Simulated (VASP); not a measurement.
# Ba (Fm-3m) in VASP: a series of runs, part 3 of 3

VASP 6.6.1.

## Step 5: Single point, PBEsol

This run uses another cell than the first one, of 58.52 Å³/atom.

Input file INCAR:

```
SYSTEM = Ba
  ALGO = Normal
  EDIFF = 1E-7
  ENCUT = 520
  GGA = PS
  ISIF = 2
  ISMEAR = 0
  LASPH = .True.
  LCHARG = .False.
  LREAL = .False.
  LWAVE = .False.
  NBANDS = 11
  NELM = 60
  PREC = Accurate
  SIGMA = 0.15
```

Input file KPOINTS:

```
k-points
0
Gamma
  14 14 14
  0 0 0
```

Input file POSCAR:

```
Ba
1.0
    0.0000000000      3.0814481990      3.0814481990
    3.0814481990      0.0000000000      3.0814481990
    3.0814481990      3.0814481990      0.0000000000
Ba
1
Direct
    0.0000000000      0.0000000000      0.0000000000
```

Potentials or basis: VASP PAW PBE potentials, release 64 (Ba_sv).

Run with:

```
$ cat potpaw_PBE.64/Ba_sv/POTCAR > POTCAR
$ mpirun -np 1 vasp_std > vasp.out
```

OUTCAR:

```text
SYSTEM = Ba
   EDIFF = 1E-7
   ENCUT = 520
   GGA = PS
   ISIF = 2
   ISMEAR = 0
   LASPH = .True.
   LREAL = .False.
   NELM = 60
   PREC = Accurate

 ion  position               nearest neighbor table
   1  0.000  0.000  0.000-

  LATTYP: Found a face centered cubic cell.
 ALAT       =     6.1628963980

  Lattice vectors:

 A1 = (   0.0000000000,   3.0814481990,   3.0814481990)
 A2 = (   3.0814481990,   0.0000000000,   3.0814481990)
 A3 = (   3.0814481990,   3.0814481990,   0.0000000000)

Analysis of symmetry for initial positions (statically):
=====================================================================
 Subroutine PRICEL returns:
 Original cell was already a primitive cell.

 Routine SETGRP: Setting up the symmetry group for a
 face centered cubic supercell.

 Subroutine GETGRP returns: Found 48 space group operations
 (whereof 48 operations were pure point group operations)
 out of a pool of 48 trial point group operations.

The static configuration has the point symmetry O_h .

Analysis of symmetry for dynamics (positions and initial velocities):
=====================================================================
 Subroutine PRICEL returns:
 Original cell was already a primitive cell.

 Routine SETGRP: Setting up the symmetry group for a
 face centered cubic supercell.

 Subroutine GETGRP returns: Found 48 space group operations
 (whereof 48 operations were pure point group operations)
 out of a pool of 48 trial point group operations.

The dynamic configuration has the point symmetry O_h .

 Subroutine INISYM returns: Found 48 space group operations
 (whereof 48 operations are pure point group operations),
 and found     1 'primitive' translations

----------------------------------------------------------------------------------------

                                     Primitive cell
[... 106 lines left out ...]
   IALGO  =     38    algorithm
   IMIX   =      4    mixing-type and parameters
     AMIX     =   0.40;   BMIX     =  1.00
     AMIX_MAG =   1.60;   BMIX_MAG =  1.00
  volume/ion in A,a.u.               =      58.52       394.90
  Fermi-wavevector in a.u.,A,eV,Ry     =   0.908469  1.716757 11.229097  0.825315
  Thomas-Fermi vector in A             =   2.032399
   LORBIT       =      0    0 simple, 1 ext, 2 COOP (PROOUT), +10 PAW based schemes
   GGA     = PS    functional components
   LHFCALC =     F    Hartree Fock is set to
   AEXX    =    0.0000 exact exchange contribution
   IVDW    =     0    specifies the selected vdW correction
   LEPSILON=     F    determine dielectric tensor
   LRPA    =     F    only Hartree local field effects (RPA)
 non-spin polarized calculation
 Gauss-broadening in eV      SIGMA  =   0.15
  energy-cutoff  :      520.00
  volume of cell :       58.52
 maximum number of plane-waves:      1600
   NGX = 17   NGY = 17   NGZ = 17

 number of electron      10.0000000 magnetization

 Free energy of the ion-electron system (eV)
  ---------------------------------------------------
  ext. energy  EPLUGINS =         0.00000000
  ---------------------------------------------------
  free energy    TOTEN  =        -2.14055366 eV

  energy without entropy =       -2.12241599  energy(sigma->0) =       -2.13148483

 E-fermi :   1.8122     XC(G=0):  -7.7487

 val. band max:        1.8108901771   @ k =  -0.3571   0.2857   0.0000
 cond. band min:       1.8249554553   @ k =   0.3571   0.3571   0.0000
 fundamental gap:      0.0140652782
 Fermi energy:         1.8121899939

 k-point     1 :       0.0000    0.0000    0.0000
  band No.  band energies     occupation
      1     -26.9279      2.00000
      2     -11.8168      2.00000
      3     -11.8168      2.00000
      4     -11.8168      2.00000
      5      -1.0211      2.00000
      6       3.6568      0.00000
      7       3.6568      0.00000
      8       3.6568      0.00000
      9       5.3748      0.00000
     10       5.3748      0.00000
     11       7.9863      0.00000
[... 309 lines left out ...]
 k-point    24 :       0.2857    0.1429    0.0000
  band No.  band energies     occupation
      1     -26.8947      2.00000
      2     -12.1201      2.00000
      3     -11.8968      2.00000
      4     -11.8910      2.00000
      5       0.2205      2.00000
      6       2.5992      0.00000
      7       3.6113      0.00000
      8       4.1753      0.00000
      9       4.8156      0.00000
     10       5.8835      0.00000
     11       9.1292      0.00000

 [... further k-points ...]
[... 5 lines left out ...]
  --------------------------------------------------------------------------------------
  -------------------------------------------------------------------------------------
  Total        0.0289295      0.0289295      0.0289295      0.0000000      0.0000000     -0.0000000
  in kB        0.7920582      0.7920582      0.7920582      0.0000000      0.0000000     -0.0000000
  external PRESSURE =       0.7920582 kB  Pullay stress =       0.0000000 kB

 VOLUME and BASIS-vectors are now :
 -----------------------------------------------------------------------------
  energy-cutoff  :      520.00
  volume of cell :       58.52
      direct lattice vectors                 reciprocal lattice vectors
     0.000000000  3.081448199  3.081448199    -0.162261368  0.162261368  0.162261368
     3.081448199  0.000000000  3.081448199     0.162261368 -0.162261368  0.162261368
     3.081448199  3.081448199  0.000000000     0.162261368  0.162261368 -0.162261368

 POSITION                                       TOTAL-FORCE (eV/Angst)
 -----------------------------------------------------------------------------------
      0.00000      0.00000      0.00000         0.000000      0.000000      0.000000
 -----------------------------------------------------------------------------------
    total drift:                                0.000000      0.000000      0.000000

  FREE ENERGIE OF THE ION-ELECTRON SYSTEM (eV)
  ---------------------------------------------------
  free  energy   TOTEN  =        -2.1405536607 eV

  energy  without entropy=       -2.1224159920  energy(sigma->0) =       -2.13148483
```

OSZICAR:

```text
N       E                     dE             d eps       ncg     rms          rms(c)
DAV:   1     0.512102732039E+02    0.51210E+02   -0.42198E+03  2288   0.748E+02
DAV:   2     0.335006758069E+00   -0.50875E+02   -0.49537E+02  2745   0.138E+02
DAV:   3    -0.207494195046E+01   -0.24099E+01   -0.23911E+01  2936   0.297E+01
DAV:   4    -0.214306843920E+01   -0.68126E-01   -0.67985E-01  2888   0.467E+00
DAV:   5    -0.214550400748E+01   -0.24356E-02   -0.24353E-02  3118   0.702E-01    0.174E+00
DAV:   6    -0.214245207076E+01    0.30519E-02   -0.38578E-03  2887   0.547E-01    0.102E+00
DAV:   7    -0.214051467555E+01    0.19374E-02   -0.56201E-03  3175   0.703E-01    0.451E-02
DAV:   8    -0.214055082849E+01   -0.36153E-04   -0.81153E-05  3335   0.608E-02    0.114E-02
DAV:   9    -0.214055374712E+01   -0.29186E-05   -0.30641E-06  2826   0.132E-02    0.185E-03
DAV:  10    -0.214055366071E+01    0.86403E-07   -0.15867E-07  2106   0.269E-03
   1 F= -.21405537E+01 E0= -.21314848E+01  d E =-.181377E-01
```

Run time: 12 s. Hardware: 1 thread of Intel Xeon 6975P-C (Granite Rapids), shared host; peak memory 0.21 GiB.

Results:

```
Free energy            : -2.1406 eV
Pressure               : 0.1 GPa
Band gap on the k mesh : zero (bands 5 and 6 overlap by 0.39 eV)
```

Caveat: the PAW data sets were made with another functional, which shifts forces and pressure a little; spin-orbit coupling is left out, which moves the levels of the heavy elements.

## Step 6: Summary

```tsv
cell	gap on the mesh (eV)	pressure (GPa)
a = 4.176 Å, angles 60.0°, 1 atom	none	1.3
a = 4.238 Å, angles 60.0°, 1 atom	none	0.9
a = 4.299 Å, angles 60.0°, 1 atom	none	0.4
a = 4.358 Å, angles 60.0°, 1 atom	none	0.1
```

Alike in all rows: task single point; level PBEsol; potentials or basis VASP PAW PBE potentials, release 64 (Ba_sv); no spin polarisation; k mesh 14 × 14 × 14; cutoff (eV) 520; smearing gaussian 0.15 eV.

Caveats: the PAW data sets were made with another functional, which shifts forces and pressure a little; spin-orbit coupling is left out, which moves the levels of the heavy elements.

Absolute energies hang on the potentials; compare differences alone.
